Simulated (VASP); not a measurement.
Wanted: the native input for a VASP 6.6.1 run.

* Task: single point
* Functional: PBE
* Potentials or basis: VASP PAW PBE potentials, release 64 (Co)
* Cutoff: 520 eV
* k mesh: 11 × 11 × 11
* Occupations: fermi-dirac, width 0.1 eV
* Spin: collinear spin, ferromagnetic start
* Starting moments: [3.0] μB
* Dipole correction: no
* Further INCAR settings: ALGO = Normal; EDIFF = 1e-07; NBANDS = 14

The structure of Co lies in POSCAR:

```
Co
1.0
    0.0000000000      1.8140000000      1.8140000000
    1.8140000000      0.0000000000      1.8140000000
    1.8140000000      1.8140000000      0.0000000000
Co
1
Direct
    0.0000000000      0.0000000000      0.0000000000
```

The input as run:

INCAR

```
PREC = Accurate ; ENCUT = 520
EDIFF = 1E-7 ; ISMEAR = -1
SIGMA = 0.1 ; LREAL = False
LASPH = True ; NELM = 150
ALGO = Normal ; ISIF = 2
LWAVE = False ; LCHARG = False
ISPIN = 2 ; MAGMOM = 3
LORBIT = 11 ; LMAXMIX = 4
GGA = PE ; NBANDS = 14
```

KPOINTS

```
regular mesh
0
Gamma
  11 11 11
```

Potentials or basis: VASP PAW PBE potentials, release 64 (Co).

Run with:

```sh
$ cat potpaw_PBE.64/Co/POTCAR > POTCAR
$ mpirun -np 1 vasp_std > vasp.out
```

It gave:

* Pressure: -15.7 GPa
* Net moment: 1.68 μB per cell
* Site moments: Co +1.71 μB
* Valence electrons inside the program's atomic spheres: Co 8.10

Wall time 30 s on 1 thread of Intel(R) Xeon(R) Platinum 8259CL CPU @ 2.50GHz (Skylake/Cascade Lake), on a shared host, peak memory 0.14 GiB.
